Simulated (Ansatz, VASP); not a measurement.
Two plane-wave programs on Ta4O

```
CELL_PARAMETERS angstrom
3.25750 0.00000 0.00000
0.00000 3.25750 0.00000
0.00000 0.00000 7.40934
ATOMIC_POSITIONS crystal
Ta 0.00000 0.00000 0.50000
Ta 0.50000 0.50000 0.78316
Ta 0.50000 0.50000 0.21684
Ta 0.00000 0.00000 0.00000
O 0.50000 0.50000 0.50000
```

Alike in both runs: task single point; functional PBEsol; k mesh 12 × 12 × 6; occupations gaussian, width 0.1 eV; no spin polarisation.

|  | VASP | Ansatz |
| --- | --- | --- |
| version | VASP 6.6.1 | Ansatz 0.2.0 |
| potentials or method | VASP PAW PBE potentials, release 64 (Ta_pv, O), cutoff 520 eV | scalar-relativistic, plane waves, PAW |
| valence electrons in the cell | 50 | 58 |

Ansatz gave:

| Quantity | Value |
| --- | --- |
| gap on the k mesh at the Fermi level (eV) | none |
| pressure (GPa) | -8.2 |
| traceless stress, the component that is largest in VASP (GPa) | -0.44 |
| rms of the force components (eV/Å) | 0.034 |

Estimate VASP's values.

gap on the k mesh at the Fermi level (eV): none; pressure (GPa): -7.9; traceless stress, the component that is largest in VASP (GPa): -0.31; rms of the force components (eV/Å): 0.022.

VASP's potentials were made for PBE, not for PBEsol. Atom by atom the forces differ by 0.013 eV/Å (rms over components). A gap of «none» marks a metal or a gap that the smearing closes. VASP's potentials hold 50 valence electrons a cell and Ansatz's 58, so a difference there can come from the potentials and not from the codes.

Neither program's run includes spin-orbit coupling.
